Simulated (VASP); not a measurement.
Here is a VASP 6.6.1 calculation.

File INCAR:

```
SYSTEM = CdTe
PREC     = Accurate       ! precision mode
ENCUT    = 520            ! plane-wave cutoff, eV
EDIFF    = 1E-6           ! SCF threshold, eV
ISMEAR   = -1             ! smearing method
SIGMA    = 0.05           ! smearing width, eV
LREAL    = .FALSE.        ! projectors in reciprocal space
LASPH    = .TRUE.         ! aspherical terms in the spheres
NELM     = 80             ! most SCF steps
ALGO     = Normal         ! electronic algorithm
ISIF     = 2              ! what is computed and relaxed
LWAVE    = .FALSE.        ! write WAVECAR
LCHARG   = .FALSE.        ! write CHGCAR
GGA      = PS             ! functional
NBANDS   = 16             ! bands
```

File KPOINTS:

```
regular mesh
0
G
  13 13 13
  0 0 0
```

POSCAR

```
CdTe
1.0
    0.0000000000      2.5847052047      2.5847052047
    2.5847052047      0.0000000000      2.5847052047
    2.5847052047      2.5847052047      0.0000000000
Cd Te
1 1
Direct
    0.0000000000      0.0000000000      0.0000000000
    0.5000000000      0.5000000000      0.5000000000
```

Potentials or basis: VASP PAW PBE potentials, release 64 (Cd, Te).

Run with:

```console
$ cat potpaw_PBE.64/Cd/POTCAR potpaw_PBE.64/Te/POTCAR > POTCAR
$ mpirun -np 1 vasp_std > vasp.out
```

(1) What does it give for the band gap on the k mesh?

(2) What does it give for the pressure?

## Answers

(1) zero (band 9 reaches 10.96 eV, above the bottom of band 10 at 8.95 eV).

(2) 76.6 GPa.

Caveat: the PAW data sets were made with another functional, which shifts forces and pressure a little; spin-orbit coupling is left out, which moves the levels of the heavy elements.
